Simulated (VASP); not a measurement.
Wanted: the native input for a VASP 6.6.1 run.

* Task: relaxation of cell and atoms
* Functional: PBE
* Potentials or basis: VASP PAW PBE potentials, release 64 (Ir)
* Cutoff: 600 eV
* k mesh: 11 × 11 × 11
* Occupations: fermi-dirac, width 0.1 eV
* Spin: non-collinear spin, typed start, spin-orbit coupling
* Starting moments: [[0.707, 0.707, 0.0]] μB
* Dipole correction: no
* Further INCAR settings: ALGO = Normal; EDIFF = 1e-06; IBRION = 2; EDIFFG = -0.03; NSW = 100; ISIF = 3

The structure of Ir lies in POSCAR:

```
Ir
1.0
    0.0000000000      1.9248620000      1.9248620000
    1.9248620000      0.0000000000      1.9248620000
    1.9248620000      1.9248620000      0.0000000000
Ir
1
Direct
    0.0000000000      0.0000000000      0.0000000000
```

One way to write it, as run:

INCAR

```
SYSTEM = Ir
ALGO     = Normal         ! electronic algorithm
EDIFF    = 1E-6           ! SCF threshold, eV
EDIFFG   = -0.03          ! ionic threshold
ENCUT    = 600            ! plane-wave cutoff, eV
GGA      = PE             ! functional
GGA_COMPAT= .FALSE.      
IBRION   = 2              ! ionic algorithm
ISIF     = 3              ! what is computed and relaxed
ISMEAR   = -1             ! smearing method
LASPH    = .TRUE.         ! aspherical terms in the spheres
LCHARG   = .FALSE.        ! write CHGCAR
LMAXMIX  = 4              ! l up to which the mixer works
LORBIT   = 11             ! projections on sites
LORBMOM  = .TRUE.       
LREAL    = .FALSE.        ! projectors in reciprocal space
LSORBIT  = .TRUE.         ! spin-orbit coupling
LWAVE    = .FALSE.        ! write WAVECAR
MAGMOM   = 0.707 0.707 0  ! initial moments
NELM     = 150            ! most SCF steps
NSW      = 100            ! ionic steps
PREC     = Accurate       ! precision mode
SIGMA    = 0.1            ! smearing width, eV
```

KPOINTS

```
k-points
0
G
  11 11 11
  0 0 0
```

Potentials or basis: VASP PAW PBE potentials, release 64 (Ir).

Run with:

```bash
$ cat potpaw_PBE.64/Ir/POTCAR > POTCAR
$ mpirun -np 1 vasp_ncl > vasp.out
```

Results of the run:

The relaxed volume is 14.62 Å³/atom and the relaxed cell is a = 2.744 Å, b = 2.744 Å, c = 2.744 Å, α = 60.00°, β = 60.00°, γ = 60.00°. The space group after relaxing (to 0.05 Å) is Fm-3m (No. 225). The energy gained by relaxing is 8.6 meV/atom. The ionic steps are 3, the pressure after relaxing is -0.3 GPa and the net moment is 0.00 μB per cell. The valence electrons inside the program's atomic spheres are Ir 8.29.

It took 4.2 min on 1 thread of Intel(R) Xeon(R) Platinum 8488C (Sapphire Rapids), on a shared host, peak memory 0.34 GiB.
